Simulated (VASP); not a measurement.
NaRe4Ir:

```
Na Re Ir
1.0
     0.00000    3.50974    3.50974
     3.50974    0.00000    3.50974
     3.50974    3.50974    0.00000
Na Re Ir
1 4 1
Direct
  0.00000 0.00000 0.00000
  0.37500 0.87500 0.37500
  0.37500 0.37500 0.87500
  0.37500 0.37500 0.37500
  0.87500 0.37500 0.37500
  0.75000 0.75000 0.75000
```

```yaml
Program: VASP 6.6.1
Task: relaxation of cell and atoms
Functional: PBE
Potentials_or_basis: VASP PAW PBE potentials, release 64 (Na_pv, Re, Ir)
Cutoff: 600 eV
k_mesh: 4 × 4 × 4
Occupations: gaussian, width 0.1 eV
Spin: no spin polarisation
```

At the start: pressure 40.5 GPa; volume 14.41 Å³/atom.

Problem. How do energy, volume and symmetry change on relaxing?

Solution. Over 7 steps the energy falls by 221.5 meV/atom and the volume is 16.37 Å³/atom (+13.6 %); space group F-43m (No. 216, to 0.05 Å).

Step by step:
```csv
step,energy change (eV),largest force (eV/Å),pressure (GPa),volume (Å³)
1,0.0000,0.7154,40.50,86.47
2,5.4349,0.5790,-35.47,140.54
3,-1.3059,0.0936,-4.07,99.97
4,-1.3276,0.1114,-0.76,98.52
5,-1.3283,0.1159,-0.04,98.23
6,-1.3288,0.0695,0.10,98.17
7,-1.3290,0.0098,0.03,98.19
```

Final structure:
```cif
data_structure
_symmetry_space_group_name_H-M 'P 1'
_symmetry_Int_Tables_number 1
_cell_length_a 5.1784
_cell_length_b 5.1784
_cell_length_c 5.1784
_cell_angle_alpha 60.000
_cell_angle_beta 60.000
_cell_angle_gamma 60.000
_cell_volume 98.19
loop_
_atom_site_label
_atom_site_type_symbol
_atom_site_fract_x
_atom_site_fract_y
_atom_site_fract_z
_atom_site_occupancy
Na1 Na 0.00000 0.00000 0.00000 1
Re1 Re 0.37375 0.87875 0.37375 1
Re2 Re 0.37375 0.37375 0.87875 1
Re3 Re 0.37375 0.37375 0.37375 1
Re4 Re 0.87875 0.37375 0.37375 1
Ir1 Ir 0.75000 0.75000 0.75000 1
```

Caveat: the k points lie up to 0.37 Å⁻¹ apart in the final cell.
